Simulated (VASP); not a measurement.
Crystal: TiO.

```
Ti O
1.0
     3.03100    0.00000    0.00000
    -1.51550    2.62492    0.00000
     0.00000    0.00000    3.23770
Ti O
1 1
Direct
  0.66667 0.33333 0.00000
  0.00000 0.00000 0.50000
```

Base run:

```yaml
Program: VASP 6.6.1
Functional: PBEsol
Potentials_or_basis: VASP PAW PBE potentials, release 64 (Ti_sv, O)
Cutoff: 520 eV
k_mesh: 18 × 18 × 14
Occupations: methfessel-paxton, width 0.5 eV
Spin: no spin polarisation
```

Its results: band gap on the k mesh 0.03 eV; pressure -40.7 GPa.

Question: The run is repeated on the same cell with these changes: occupations from methfessel-paxton, width 0.5 eV to tetrahedron. What comes out?

Answer: Band gap on the k mesh 0.02 eV; pressure -40.3 GPa.

Caveats: the stress differs along the axes, from -54 to -34 GPa; the PAW data sets were made with another functional, which shifts forces and pressure a little; the smearing spreads over this small gap (at least some runs).

A k mesh can miss the band edges.
